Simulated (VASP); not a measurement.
# BN (F-43m) in VASP: notebook, part 2 of 2

VASP 6.6.1.

### 5 Single point, LDA (volume scaled by 1.02)

The input, INCAR:

```
SYSTEM = BN
PREC     = Accurate       ! precision mode
ENCUT    = 520            ! plane-wave cutoff, eV
EDIFF    = 1E-6           ! SCF threshold, eV
ISMEAR   = 0              ! smearing method
SIGMA    = 0.01           ! smearing width, eV
LREAL    = .FALSE.        ! projectors in reciprocal space
LASPH    = .TRUE.         ! aspherical terms in the spheres
NELM     = 100            ! most SCF steps
ALGO     = Normal         ! electronic algorithm
ISIF     = 2              ! what is computed and relaxed
LWAVE    = .FALSE.        ! write WAVECAR
LCHARG   = .FALSE.        ! write CHGCAR
GGA      = CA             ! functional
NBANDS   = 11             ! bands
```

The input, KPOINTS:

```
regular mesh
0
G
  12 12 12
  0 0 0
```

The input, POSCAR:

```
BN
1.0
    0.0000000000      1.8021308893      1.8021308893
    1.8021308893      0.0000000000      1.8021308893
    1.8021308893      1.8021308893      0.0000000000
B N
1 1
Direct
    0.0000000000      0.0000000000      0.0000000000
    0.7500000000      0.7500000000      0.7500000000
```

Command:

```sh
> cat potpaw_LDA.64/B/POTCAR potpaw_LDA.64/N/POTCAR > POTCAR
> mpirun -np 1 vasp_std > vasp.out
```

Run time: 4.2 s. Hardware: 1 thread of AMD EPYC 9R45 (Zen 5), shared host; peak memory 0.08 GiB.

It converged, with:

* Free energy: -19.4099 eV
* Pressure: -6.7 GPa
* Band gap on the k mesh: 4.35 eV, indirect (least direct gap 8.73 eV)

Levels at points of the mesh, in eV from the valence-band top:
| k point | band 1 | band 2 | band 3 | band 4 | band 5 | band 6 | band 7 | band 8 |
| --- | --- | --- | --- | --- | --- | --- | --- | --- |
| (0.00, 0.00, 0.00) | -20.17 | 0.00 | 0.00 | 0.00 | 8.73 | 8.73 | 8.73 | 10.59 |
| (0.50, 0.00, 0.00) | -15.85 | -10.80 | -1.96 | -1.96 | 10.33 | 10.61 | 10.61 | 15.11 |
| (0.50, 0.50, 0.00) | -14.46 | -8.94 | -4.97 | -4.97 | 4.35 | 9.20 | 17.84 | 17.84 |

Caveat: the cell differs from its parent crystal (volume scaled by 1.02).

### 6 Relaxation of cell and atoms, LDA, target pressure 22 GPa, at which the enthalpy is minimised

This run uses another cell than the first one, of 5.59 Å³/atom, 0.974 times its volume.

The input, INCAR:

```
PREC = Accurate
ENCUT = 600
EDIFF = 1E-7
ISMEAR = 0
SIGMA = 0.01
LREAL = False
LASPH = True
NELM = 100
ALGO = Normal
ISIF = 3
LWAVE = False
LCHARG = False
GGA = CA
IBRION = 2
NSW = 80
EDIFFG = -0.001
PSTRESS = 220.0
```

The input, KPOINTS:

```
regular mesh
0
Gamma
  12 12 12
```

The input, POSCAR:

```
BN
1.0
    0.0000000000      1.7747744547      1.7747744547
    1.7747744547      0.0000000000      1.7747744547
    1.7747744547      1.7747744547      0.0000000000
B N
1 1
Direct
    0.0000000000      0.0000000000      0.0000000000
    0.7500000000      0.7500000000      0.7500000000
```

Potentials or basis: VASP PAW LDA potentials, release 64 (B, N).

Command:

```sh
> cat potpaw_LDA.64/B/POTCAR potpaw_LDA.64/N/POTCAR > POTCAR
> mpirun -np 1 vasp_std > vasp.out
```

OUTCAR:

```text
PREC = Accurate
   ENCUT = 600
   EDIFF = 1E-7
   ISMEAR = 0
   LREAL = False
   LASPH = True
   NELM = 100
   ISIF = 3
   GGA = CA
   IBRION = 2
   NSW = 80
   EDIFFG = -0.001
   PSTRESS = 220.0

 ion  position               nearest neighbor table
   1  0.000  0.000  0.000-   2 1.54   2 1.54   2 1.54   2 1.54
   2  0.750  0.750  0.750-   1 1.54   1 1.54   1 1.54   1 1.54

  LATTYP: Found a face centered cubic cell.
 ALAT       =     3.5495489094

  Lattice vectors:

 A1 = (   0.0000000000,   1.7747744547,   1.7747744547)
 A2 = (   1.7747744547,   0.0000000000,   1.7747744547)
 A3 = (   1.7747744547,   1.7747744547,   0.0000000000)

Analysis of symmetry for initial positions (statically):
=====================================================================
 Subroutine PRICEL returns:
 Original cell was already a primitive cell.

 Routine SETGRP: Setting up the symmetry group for a
 face centered cubic supercell.

 Subroutine GETGRP returns: Found 24 space group operations
 (whereof 24 operations were pure point group operations)
 out of a pool of 48 trial point group operations.

The static configuration has the point symmetry T_d .

Analysis of symmetry for dynamics (positions and initial velocities):
=====================================================================
 Subroutine PRICEL returns:
 Original cell was already a primitive cell.

 Routine SETGRP: Setting up the symmetry group for a
 face centered cubic supercell.

 Subroutine GETGRP returns: Found 24 space group operations
 (whereof 24 operations were pure point group operations)
 out of a pool of 48 trial point group operations.

The dynamic configuration has the point symmetry T_d .

 Subroutine INISYM returns: Found 24 space group operations
 (whereof 24 operations are pure point group operations),
 and found     1 'primitive' translations
[... 118 lines left out ...]
  Thomas-Fermi vector in A             =   2.580258
   LORBIT       =      0    0 simple, 1 ext, 2 COOP (PROOUT), +10 PAW based schemes
   GGA     = CA    functional components
   LHFCALC =     F    Hartree Fock is set to
   AEXX    =    0.0000 exact exchange contribution
   IVDW    =     0    specifies the selected vdW correction
   LEPSILON=     F    determine dielectric tensor
   LRPA    =     F    only Hartree local field effects (RPA)
 conjugate gradient relaxation of ions
 non-spin polarized calculation
 Gauss-broadening in eV      SIGMA  =   0.01
  energy-cutoff  :      600.00
  volume of cell :       11.18
 maximum number of plane-waves:       388
   NGX =  9   NGY =  9   NGZ =  9

--------------------------------------- Ionic step        1  -------------------------------------------

 number of electron       7.9999999 magnetization

 Free energy of the ion-electron system (eV)
  ---------------------------------------------------
  ext. energy  EPLUGINS =         0.00000000
  ---------------------------------------------------
  free energy    TOTEN  =       -19.40406890 eV

  energy without entropy =      -19.40406890  energy(sigma->0) =      -19.40406890

------------------------ aborting loop because EDIFF is reached ----------------------------------------

  FORCE on cell =-STRESS in cart. coord.  units (eV):
  Direction    XX          YY          ZZ          XY          YZ          ZX
  --------------------------------------------------------------------------------------
  -------------------------------------------------------------------------------------
  Total        0.8253208      0.8253208      0.8253208      0.0000000      0.0000000      0.0000000
  in kB      118.2697961    118.2697961    118.2697961      0.0000000      0.0000000      0.0000000
  external PRESSURE =    -101.7302039 kB  Pullay stress =     220.0000000 kB
[... 177 lines left out ...]
--------------------------------------- Ionic step        6  -------------------------------------------

 number of electron       7.9999999 magnetization

 Free energy of the ion-electron system (eV)
  ---------------------------------------------------
  ext. energy  EPLUGINS =         0.00000000
  ---------------------------------------------------
  free energy    TOTEN  =       -19.37845872 eV

  energy without entropy =      -19.37845872  energy(sigma->0) =      -19.37845872

 E-fermi :   8.5253     XC(G=0): -13.4782

 val. band max:        8.3812871266   @ k =   0.0000   0.0000   0.0000
 cond. band min:      12.8118662497   @ k =   0.5000   0.5000   0.0000
 fundamental gap:      4.4305791231
 Fermi energy:         8.5252672354

 k-point     1 :       0.0000    0.0000    0.0000
  band No.  band energies     occupation
      1     -12.5855      2.00000
      2       8.3813      2.00000
      3       8.3813      2.00000
      4       8.3813      2.00000
      5      17.4272      0.00000
      6      17.4272      0.00000
      7      17.4272      0.00000
      8      20.0970      0.00000
[... 243 lines left out ...]
 k-point    24 :      -0.4167    0.1667    0.0000
  band No.  band energies     occupation
      1      -7.5400      2.00000
      2      -2.3141      2.00000
      3       4.0022      2.00000
      4       5.5950      2.00000
      5      17.9374      0.00000
      6      21.0580      0.00000
      7      21.5531      0.00000
      8      24.9189      0.00000

 [... further k-points ...]
[... 5 lines left out ...]
  --------------------------------------------------------------------------------------
  -------------------------------------------------------------------------------------
  Total        1.5013402      1.5013402      1.5013402     -0.0000000      0.0000000     -0.0000000
  in kB      219.9408710    219.9408710    219.9408710     -0.0000000      0.0000000     -0.0000000
  external PRESSURE =      -0.0591290 kB  Pullay stress =     220.0000000 kB
[... 21 lines left out ...]
  energy  without entropy=      -19.3784587177  energy(sigma->0) =      -19.37845872

  enthalpy is  TOTEN    =       -17.8767149236 eV   P V=        1.5017437940

 reached required accuracy - stopping structural energy minimisation
```

It took 10 s on 1 thread of AMD EPYC 9R45 (Zen 5), shared host; peak memory 0.09 GiB.

What came out:

```yaml
Free_energy: -19.3785 eV
Relaxed_volume: 5.47 Å³/atom
Relaxed_cell: a = 2.492 Å, b = 2.492 Å, c = 2.492 Å, α = 60.00°, β = 60.00°, γ = 60.00°
Space_group_after_relaxing_to_0.05_Å: F-43m (No. 216)
Energy_change_on_relaxing_the_enthalpy_is_what_falls: +12.8 meV/atom
Ionic_steps: 6
Pressure_after_relaxing: 22.0 GPa
Band_gap_on_the_k_mesh: 4.43 eV, indirect (least direct gap 9.05 eV)
```

Step by step:
```csv
step,energy change (eV),largest force (eV/Å),pressure (GPa),volume (Å³)
1,0.0000,0.0000,11.83,11.18
2,0.0844,0.0000,37.03,10.62
3,0.0254,0.0000,21.92,10.94
4,0.0260,0.0000,22.13,10.93
5,0.0252,0.0000,21.86,10.94
6,0.0256,0.0000,21.99,10.94
```

Final structure:
```xyz
2
Lattice="0.0000 1.7618 1.7618 1.7618 0.0000 1.7618 1.7618 1.7618 0.0000" Properties=species:S:1:pos:R:3 pbc="T T T"
B     1.7618    1.7618    0.0000
N     2.6427    2.6427    2.6427
```

Caveat: the cell is relaxed towards a set pressure, so the enthalpy falls and the energy may rise.

### 7 The runs side by side

| task | level | potentials or basis | cell | cutoff (eV) | smearing | gap on the mesh (eV) | pressure (GPa) |
| --- | --- | --- | --- | --- | --- | --- | --- |
| single point | PBEsol | VASP PAW PBE potentials, release 64 (B, N) | a = 2.532 Å, angles 60.0°, 2 atoms | 600 | gaussian 0.02 eV | 4.31 | 8.8 |
| single point | LDA | VASP PAW LDA potentials, release 64 (B, N) | a = 2.490 Å, angles 60.0°, 2 atoms | 520 | gaussian 0.01 eV | 4.43 | 23.2 |
| single point | LDA | VASP PAW LDA potentials, release 64 (B, N) | a = 2.515 Å, angles 60.0°, 2 atoms | 520 | gaussian 0.01 eV | 4.40 | 9.5 |
| single point | LDA | VASP PAW LDA potentials, release 64 (B, N) | a = 2.549 Å, angles 60.0°, 2 atoms | 520 | gaussian 0.01 eV | 4.35 | -6.7 |
| relaxation of cell and atoms | LDA | VASP PAW LDA potentials, release 64 (B, N) | relaxed to 22 GPa from a = 2.510 Å, angles 60.0°, 2 atoms | 600 | gaussian 0.01 eV | 4.43 | 22.0 |

Alike in all rows: no spin polarisation; k mesh 12 × 12 × 12.

Caveats: the PAW data sets were made with another functional, which shifts forces and pressure a little (some runs); the cell is relaxed towards a set pressure, so the enthalpy falls and the energy may rise (some runs).

Total energies depend on the potentials used, so only differences within one code and one set of settings carry meaning.
